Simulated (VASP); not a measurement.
# Cu (P4/nmm) in VASP: notebook

The runs below take Cu through single point, with PBE.

Everything below comes from runs of VASP 6.6.1. Logs are shortened: lines on timing, memory, paths and dates and some standing lists are left out, and cuts for length are marked.

### 1 The cell of the first run

The structure is tetragonal, space group P4/nmm (No. 129). Conventional cell: a = 2.556 Å, b = 2.556 Å, c = 3.615 Å, α = 90.00°, β = 90.00°, γ = 90.00°. Within 2.9 Å of Cu (site symmetry 4mm) lie 8 Cu at 2.17 to 2.56 Å.

### 2 Single point, PBE (mode 6 (244.6 1/cm) frozen in, largest displacement -0.300 Å)

INCAR reads:

```
SYSTEM = Cu
PREC = Accurate
ENCUT = 520
EDIFF = 1E-7
ISMEAR = 0
SIGMA = 0.15
LREAL = .FALSE.
LASPH = .TRUE.
NELM = 80
ALGO = Fast
ISIF = 2
LWAVE = .FALSE.
LCHARG = .FALSE.
GGA = PE
NBANDS = 18
```

KPOINTS reads:

```
regular mesh
0
G
  18 18 14
  0 0 0
```

POSCAR reads:

```
Cu
1.0
    0.0000000000     -1.8075000000     -1.8075000000
    0.0000000000      1.8075000000     -1.8075000000
    3.6150000000      0.0000000000      0.0000000000
Cu
2
Direct
    0.5000000000      0.5000000000      0.4170124481
    0.0000000000      0.0000000000      0.0829875519
```

Potentials or basis: VASP PAW PBE potentials, release 64 (Cu).

The run is started by

```bash
cat potpaw_PBE.64/Cu/POTCAR > POTCAR
mpirun -np 1 vasp_std > vasp.out
```

OUTCAR:

```text
SYSTEM = Cu
   PREC = Accurate
   ENCUT = 520
   EDIFF = 1E-7
   ISMEAR = 0
   LREAL = .FALSE.
   LASPH = .TRUE.
   NELM = 80
   ISIF = 2
   GGA = PE

 ion  position               nearest neighbor table
   1  0.500  0.500  0.417-   2 2.17   2 2.17   2 2.17   2 2.17
   2  0.000  0.000  0.083-   1 2.17   1 2.17   1 2.17   1 2.17

  LATTYP: Found a simple tetragonal cell.
 ALAT       =     2.5561910140
 C/A-ratio  =     1.4142135624

  Lattice vectors:

 A1 = (   0.0000000000,  -1.8075000000,  -1.8075000000)
 A2 = (   0.0000000000,   1.8075000000,  -1.8075000000)
 A3 = (   3.6150000000,   0.0000000000,   0.0000000000)

Analysis of symmetry for initial positions (statically):
=====================================================================
 Subroutine PRICEL returns:
 Original cell was already a primitive cell.

 Routine SETGRP: Setting up the symmetry group for a
 simple tetragonal supercell.

 Subroutine GETGRP returns: Found 16 space group operations
 (whereof  8 operations were pure point group operations)
 out of a pool of 16 trial point group operations.

The static configuration has the point symmetry C_4v.
 The point group associated with its full space group is D_4h.

Analysis of symmetry for dynamics (positions and initial velocities):
=====================================================================
 Subroutine PRICEL returns:
 Original cell was already a primitive cell.

 Routine SETGRP: Setting up the symmetry group for a
 simple tetragonal supercell.

 Subroutine GETGRP returns: Found 16 space group operations
 (whereof  8 operations were pure point group operations)
 out of a pool of 16 trial point group operations.

The dynamic configuration has the point symmetry C_4v.
 The point group associated with its full space group is D_4h.

 Subroutine INISYM returns: Found 16 space group operations
 (whereof  8 operations are pure point group operations),
 and found     1 'primitive' translations

----------------------------------------------------------------------------------------

                                     Primitive cell

  volume of cell :      23.6208

  direct lattice vectors                    reciprocal lattice vectors
     0.000000000 -1.807500000 -1.807500000     0.000000000 -0.276625173 -0.276625173
     0.000000000  1.807500000 -1.807500000     0.000000000  0.276625173 -0.276625173
     3.615000000  0.000000000  0.000000000     0.276625173  0.000000000  0.000000000

  length of vectors
     2.556191014  2.556191014  3.615000000     0.391207071  0.391207071  0.276625173

  position of ions in fractional coordinates (direct lattice)
     0.500000000  0.500000000  0.417012448
     0.000000000  0.000000000  0.082987552

  ion indices of the primitive-cell ions
   primitive index   ion index
                 1           1
                 2           2

----------------------------------------------------------------------------------------

 KPOINTS: regular mesh

Automatic generation of k-mesh.
 Grid dimensions read from file:
 generate k-points for:   18   18   14

 Generating k-lattice:

  Cartesian coordinates                     Fractional coordinates (reciprocal lattice)
     0.000000000 -0.015368065 -0.015368065     0.055555556  0.000000000  0.000000000
     0.000000000  0.015368065 -0.015368065     0.000000000  0.055555556  0.000000000
     0.019758941  0.000000000  0.000000000     0.000000000  0.000000000  0.071428571

  Length of vectors
     0.021733726  0.021733726  0.019758941

  Shift w.r.t. Gamma in fractional coordinates (k-lattice)
     0.000000000  0.000000000  0.000000000

 Subroutine IBZKPT returns following result:
 ===========================================

 Found    440 irreducible k-points:

 Following reciprocal coordinates:
            Coordinates               Weight
  0.000000  0.000000  0.000000      1.000000
  0.055556  0.000000  0.000000      4.000000
  0.111111  0.000000  0.000000      4.000000
  0.166667  0.000000  0.000000      4.000000
  0.222222  0.000000  0.000000      4.000000
  0.277778  0.000000  0.000000      4.000000
[... 16 lines left out ...]
  0.277778  0.111111  0.000000      8.000000
  0.333333  0.111111  0.000000      8.000000
 [... further k-points ...]
   k-points           NKPTS =    440   k-points in BZ     NKDIM =    440   number of bands    NBANDS=     18
   number of dos      NEDOS =    301   number of ions     NIONS =      2
   total plane-waves  NPLWV =  11200
   dimension x,y,z NGX =    20 NGY =   20 NGZ =   28
   dimension x,y,z NGXF=    40 NGYF=   40 NGZF=   56
   ions per type =               2
   NGX,Y,Z   is equivalent  to a cutoff of  13.01, 13.01, 12.88 a.u.
   NGXF,Y,Z  is equivalent  to a cutoff of  26.01, 26.01, 25.75 a.u.
 SYSTEM =  Cu
   PREC   = accura    normal or accurate (medium, high low for compatibility)
   ISTART =      0    job   : 0-new  1-cont  2-samecut
   ICHARG =      2    charge: 1-file 2-atom 10-const
   ISPIN  =      1    spin polarized calculation?
   LNONCOLLINEAR =      F non collinear calculations
   LSORBIT =      F    spin-orbit coupling
   LASPH  =      T    aspherical Exc in radial PAW
   ENCUT  =  520.0 eV  38.22 Ry    6.18 a.u.   4.75  4.75  6.72*2*pi/ulx,y,z
   NELM   =     80;   NELMIN=  2; NELMDL= -5     # of ELM steps
   EDIFF  = 0.1E-06   stopping-criterion for ELM
   LREAL  =      F    real-space projection
   EDIFFG = 0.1E-05   stopping-criterion for IOM
   NSW    =      0    number of steps for IOM
   IBRION =     -1    ionic relax: 0-MD 1-quasi-New 2-CG
   NFREE  =      0    steps in history (QN), initial steepest desc. (CG)
   ISIF   =      2    stress and relaxation
   ISYM   =      2    0-nonsym 1-usesym 2-fastsym
   POTIM  = 0.5000    time-step for ionic-motion
   TEBEG  =    0.0;   TEEND  =   0.0 temperature during run
   PSTRESS=    0.0 pullay stress
   NELECT =      22.0000    total number of electrons
   NUPDOWN=      -1.0000    fix difference up-down
   EMIN   =  10.00;   EMAX   =-10.00  energy-range for DOS
   EFERMI =   0.00;   METHOD = LEGACY
   ISMEAR =     0;   SIGMA  =   0.15  broadening in eV -4-tet -1-fermi 0-gaus
   EFERMI_NEDOS =   21; number of points for ismear=-14 and -15
   IALGO  =     68    algorithm
   IMIX   =      4    mixing-type and parameters
     AMIX     =   0.40;   BMIX     =  1.00
     AMIX_MAG =   1.60;   BMIX_MAG =  1.00
  volume/ion in A,a.u.               =      11.81        79.70
  Fermi-wavevector in a.u.,A,eV,Ry     =   1.598763  3.021224 34.777078  2.556043
  Thomas-Fermi vector in A             =   2.696162
   LORBIT       =      0    0 simple, 1 ext, 2 COOP (PROOUT), +10 PAW based schemes
   GGA     = PE    functional components
   LHFCALC =     F    Hartree Fock is set to
   AEXX    =    0.0000 exact exchange contribution
   IVDW    =     0    specifies the selected vdW correction
   LEPSILON=     F    determine dielectric tensor
   LRPA    =     F    only Hartree local field effects (RPA)
 non-spin polarized calculation
 RMM-DIIS sequential band-by-band and
 Gauss-broadening in eV      SIGMA  =   0.15
  energy-cutoff  :      520.00
  volume of cell :       23.62
 maximum number of plane-waves:       664
 NGX is ok and might be reduce to    20
   NGX =  9   NGY =  9   NGZ = 13

 number of electron      21.9999977 magnetization

 Free energy of the ion-electron system (eV)
  ---------------------------------------------------
  ext. energy  EPLUGINS =         0.00000000
  ---------------------------------------------------
  free energy    TOTEN  =        -6.03998282 eV

  energy without entropy =       -6.03352599  energy(sigma->0) =       -6.03675440

 E-fermi :   7.7212     XC(G=0): -12.5597

 val. band max:        7.7202732242   @ k =   0.3333   0.0000   0.3571
 cond. band min:       7.7423062716   @ k =   0.4444   0.0556   0.4286
 fundamental gap:      0.0220330473
 Fermi energy:         7.7211963886

 k-point     1 :       0.0000    0.0000    0.0000
  band No.  band energies     occupation
      1      -1.8626      2.00000
      2       2.2608      2.00000
      3       2.4152      2.00000
      4       4.2909      2.00000
      5       4.2909      2.00000
      6       4.5637      2.00000
[... 10 lines left out ...]
     17      27.6893      0.00000
     18      31.3942      0.00000

 k-point     2 :       0.0556    0.0000    0.0000
  band No.  band energies     occupation
      1      -1.7871      2.00000
      2       2.2782      2.00000
      3       2.4446      2.00000
      4       4.2842      2.00000
      5       4.2951      2.00000
      6       4.5322      2.00000
[... 10 lines left out ...]
     17      28.1337      0.00000
     18      30.9448      0.00000

 k-point     3 :       0.1111    0.0000    0.0000
  band No.  band energies     occupation
      1      -1.5623      2.00000
      2       2.3127      2.00000
      3       2.5448      2.00000
      4       4.2628      2.00000
      5       4.3102      2.00000
      6       4.4473      2.00000
[... 10 lines left out ...]
     17      28.9206      0.00000
     18      29.9251      0.00000

 k-point     4 :       0.1667    0.0000    0.0000
  band No.  band energies     occupation
      1      -1.1946      2.00000
      2       2.3446      2.00000
      3       2.7190      2.00000
      4       4.2247      2.00000
      5       4.3303      2.00000
      6       4.3431      2.00000
[... 375 lines left out ...]
      4       3.7653      2.00000
      5       4.1371      2.00000
      6       4.3279      2.00000
[... 10 lines left out ...]
     17      26.2958      0.00000
     18      29.8795      0.00000

 k-point    23 :       0.2778    0.1111    0.0000
  band No.  band energies     occupation
      1       0.1836      2.00000
      2       2.5359      2.00000
      3       3.2255      2.00000
      4       3.5632      2.00000
      5       4.0579      2.00000
      6       4.4002      2.00000
[... 10 lines left out ...]
     17      24.7024      0.00000
     18      29.8628      0.00000

 k-point    24 :       0.3333    0.1111    0.0000
  band No.  band energies     occupation
      1       0.8455      2.00000
      2       2.5475      2.00000
      3       3.3842      2.00000
      4       3.4069      2.00000
      5       4.0073      2.00000
      6       4.3742      2.00000
[... 10 lines left out ...]
     17      23.3223      0.00000
     18      28.6155      0.00000

 [... further k-points ...]

------------------------ aborting loop because EDIFF is reached ----------------------------------------

  FORCE on cell =-STRESS in cart. coord.  units (eV):
  Direction    XX          YY          ZZ          XY          YZ          ZX
  --------------------------------------------------------------------------------------
  -------------------------------------------------------------------------------------
  Total        4.0138413      6.1153986      6.1153986      0.0000000      0.0000000      0.0000000
  in kB      272.2550041    414.8016191    414.8016191      0.0000000      0.0000000      0.0000000
  external PRESSURE =     367.2860807 kB  Pullay stress =       0.0000000 kB

 VOLUME and BASIS-vectors are now :
 -----------------------------------------------------------------------------
  energy-cutoff  :      520.00
  volume of cell :       23.62
      direct lattice vectors                 reciprocal lattice vectors
     0.000000000 -1.807500000 -1.807500000     0.000000000 -0.276625173 -0.276625173
     0.000000000  1.807500000 -1.807500000     0.000000000  0.276625173 -0.276625173
     3.615000000  0.000000000  0.000000000     0.276625173  0.000000000  0.000000000

 POSITION                                       TOTAL-FORCE (eV/Angst)
 -----------------------------------------------------------------------------------
      1.50750      0.00000     -1.80750         5.155481      0.000000      0.000000
      0.30000      0.00000      0.00000        -5.155481     -0.000000     -0.000000
 -----------------------------------------------------------------------------------
    total drift:                                0.000000      0.000000      0.000000

  FREE ENERGIE OF THE ION-ELECTRON SYSTEM (eV)
  ---------------------------------------------------
  free  energy   TOTEN  =        -6.0399828218 eV

  energy  without entropy=       -6.0335259865  energy(sigma->0) =       -6.03675440
```

Run time: 1.7 min. Hardware: 1 thread of Intel Xeon 6975P-C (Granite Rapids), shared host; peak memory 0.25 GiB.

What came out:

- Free energy: -6.0400 eV
- Pressure: 36.7 GPa
- Largest force: 5.155 eV/Å
- Band gap on the k mesh: zero (band 11 reaches 11.93 eV, above the bottom of band 12 at 6.16 eV)

Forces in eV/Å, atoms in the order of the input:
```
Cu   5.155  0.000  0.000
Cu  -5.155  0.000  0.000
```

Levels at points of the mesh, in eV from the Fermi level:
| k point | band 7 | band 8 | band 9 | band 10 | band 11 | band 12 | band 13 | band 14 | band 15 | band 16 |
| --- | --- | --- | --- | --- | --- | --- | --- | --- | --- | --- |
| (0.00, 0.00, 0.00) | -2.80 | -2.80 | -1.83 | -1.83 | -1.52 | 3.21 | 5.66 | 12.95 | 12.95 | 17.64 |
| (0.50, 0.00, 0.00) | -2.60 | -2.60 | -1.61 | -1.61 | -0.56 | -0.56 | 7.90 | 7.90 | 12.87 | 12.87 |
| (0.50, 0.50, 0.00) | -2.06 | -2.06 | -1.83 | -1.83 | 1.43 | 1.43 | 7.17 | 7.17 | 14.13 | 14.13 |
| (0.00, 0.00, 0.50) | -3.12 | -2.98 | -2.15 | -2.15 | -1.64 | -1.56 | 15.43 | 15.43 | 16.04 | 18.86 |
| (0.50, 0.00, 0.50) | -2.56 | -2.56 | -1.46 | -1.46 | -0.71 | -0.71 | 3.54 | 3.54 | 21.47 | 21.47 |
| (0.50, 0.50, 0.50) | -2.25 | -2.25 | -1.83 | -1.83 | 4.21 | 4.21 | 7.88 | 7.88 | 8.38 | 8.38 |

Caveat: the cell differs from its parent crystal (mode 6 (244.6 1/cm) frozen in, largest displacement -0.300 Å); forces of over 1 eV/Å act on the atoms, so gaps and moduli don't describe the material at rest.

[end of part 1 of 2]
